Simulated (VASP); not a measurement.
As:

```
As
1.0
    -2.61055    2.61055    1.43580
     2.61055   -2.61055    1.43580
     2.61055    2.61055   -1.43580
As
2
Direct
  0.62500 0.87500 0.75000
  0.37500 0.12500 0.25000
```

* Program: VASP 6.6.1
* Task: relaxation of cell and atoms
* Functional: PBE
* Potentials or basis: VASP PAW PBE potentials, release 64 (As)
* Cutoff: 600 eV
* k mesh: 17 × 17 × 17
* Occupations: fermi-dirac, width 0.025 eV
* Spin: no spin polarisation

At the start: pressure 3.5 GPa; volume 19.57 Å³/atom.

Task: Where does the relaxation end?

Result: Over 7 steps the energy falls by 12.0 meV/atom and the volume is 20.34 Å³/atom (+3.9 %); space group I4_1/amd (No. 141, to 0.1 Å) before and after.

The path:
```
step  energy change (eV)  largest force (eV/Å)  pressure (GPa)  volume (Å³)
   1              0.0000                0.0000            3.49        39.14
   2             -0.0186                0.0000           -1.66        41.60
   3             -0.0222                0.0000           -0.29        40.85
   4             -0.0237                0.0000           -0.07        40.72
   5             -0.0239                0.0000            0.07        40.63
   6             -0.0239                0.0000            0.07        40.62
   7             -0.0239                0.0000           -0.03        40.68
```

Final structure:
```cif
data_structure
_symmetry_space_group_name_H-M 'P 1'
_symmetry_Int_Tables_number 1
_cell_length_a 4.0368
_cell_length_b 4.0368
_cell_length_c 4.0368
_cell_angle_alpha 97.170
_cell_angle_beta 97.170
_cell_angle_gamma 138.623
_cell_volume 40.68
loop_
_atom_site_label
_atom_site_type_symbol
_atom_site_fract_x
_atom_site_fract_y
_atom_site_fract_z
_atom_site_occupancy
As1 As 0.62500 0.87500 0.75000 1
As2 As 0.37500 0.12500 0.25000 1
```
